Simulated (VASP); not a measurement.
Cu2Sn2Pd, 5 atoms in the cell. It takes space group P-3m1 (No. 164, trigonal). The conventional cell has a = 4.263 Å, b = 4.263 Å, c = 5.331 Å, α = 90.00°, β = 90.00°, γ = 120.00°. Cu (site symmetry 3m) has 5 Sn at 2.51 to 2.68 Å and 3 Pd at 2.69 Å and 3 Cu at 3.27 Å within 3.3 Å. Sn (site symmetry 3m) has 5 Cu at 2.51 to 2.68 Å and 3 Pd at 2.92 Å and 3 Sn at 3.29 Å within 3.3 Å. Within 3.5 Å of Pd (site symmetry -3m) lie 6 Cu at 2.69 Å and 6 Sn at 2.92 Å. 

| Item | Value |
| --- | --- |
| Program | VASP 6.6.1 |
| Task | single point |
| Functional | LDA |
| Potentials or basis | VASP PAW LDA potentials, release 64 (Cu, Sn_d, Pd) |
| Cutoff | 520 eV |
| k mesh | 6 × 6 × 4 |
| Occupations | fermi-dirac, width 0.1 eV |
| Spin | no spin polarisation |
| Dipole correction | no |
| Further INCAR settings | ALGO = Normal; EDIFF = 1e-06; NBANDS = 38 |

Potentials or basis: VASP PAW LDA potentials, release 64 (Cu, Sn_d, Pd).

Command:

```sh
$ cat potpaw_LDA.64/Cu/POTCAR potpaw_LDA.64/Sn_d/POTCAR potpaw_LDA.64/Pd/POTCAR > POTCAR
$ mpirun -np 1 vasp_std > vasp.out
```

Hardware: 1 thread of Intel(R) Xeon(R) 6975P-C (Granite Rapids), on a shared host.

How long does it take, and how much memory?

Run time: 28 s on 1 thread of Intel(R) Xeon(R) 6975P-C (Granite Rapids), with other jobs on the host, peak memory 0.21 GiB. Counts: scf iterations 15, k points 24.
